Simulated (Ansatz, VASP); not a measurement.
**Te2Mo in VASP and in Ansatz**

File INCAR:

```
SYSTEM = Te2Mo
PREC = Accurate ; ENCUT = 520
EDIFF = 1E-6 ; ISMEAR = 0
SIGMA = 0.02 ; LREAL = .FALSE.
LASPH = .TRUE. ; NELM = 60
ALGO = Normal ; ISIF = 2
LWAVE = .FALSE. ; LCHARG = .FALSE.
LDIPOL = .TRUE. ; IDIPOL = 3
DIPOL = 0.5 0.5 0.500 ; GGA = PE
IVDW = 12 ; NBANDS = 20
```

The input KPOINTS:

```
Automatic mesh
0
G
  9 9 1
  0 0 0
```

POSCAR

```
Te2Mo
1.0
    3.4100000000      0.0000000000      0.0000000000
   -1.7050000000      2.9531466269      0.0000000000
    0.0000000000      0.0000000000     33.2698832047
Te Mo
2 1
Direct
    0.3333333333      0.6666666667      0.4453860421
    0.3333333333      0.6666666667      0.5546139579
    0.6666666667      0.3333333333      0.5000000000
```

Input for Ansatz:

```yaml
crystal:
  lattice:
    - [3.41, 0.0, 0.0]
    - [-1.705, 2.9531466269, 0.0]
    - [0.0, 0.0, 33.2698832047]
  atoms:
    - { symbol: Te, position: [0.3333333333, 0.6666666667, 0.4453860421] }
    - { symbol: Mo, position: [0.6666666667, 0.3333333333, 0.5] }
    - { symbol: Te, position: [0.3333333333, 0.6666666667, 0.5546139579] }
  periodic: [true, true, false]
basis:
  ecutwfc: 420
kpoints:
  mp_grid: { grid: [9, 9, 1] }
hamiltonian:
  xc: pbe
  pseudopotentials: { kind: paw, azcp: { folder: soft_1 } }
  dispersion: d3bj
scf:
  occupations: { method: gaussian, width: 0.02 }
output:
  forces: true
  stress: true
  eigenvalues: true
```

Alike in both runs: task single point; functional PBE; dispersion D3(BJ); k mesh 9 × 9 × 1; occupations gaussian, width 0.02 eV; no spin polarisation.

```csv
,VASP,Ansatz
version,VASP 6.6.1,Ansatz 0.2.0
potentials or method,"VASP PAW PBE potentials, release 64 (Te, Mo_sv), cutoff 520 eV","scalar-relativistic, plane waves, PAW"
valence electrons in the cell,26,46
```

VASP gave:

```
gap on the k mesh at the Fermi level (eV) : 1.31
least direct gap on the mesh (eV)         : 1.40
rms of the force components (eV/Å)        : 0.259
```

Q: Estimate Ansatz's values.

A: gap on the k mesh at the Fermi level (eV): 1.31; least direct gap on the mesh (eV): 1.40; rms of the force components (eV/Å): 0.253.

VASP's potentials hold 26 valence electrons a cell and Ansatz's 46, so a difference there can come from the potentials and not from the codes.

Spin-orbit coupling is off throughout.
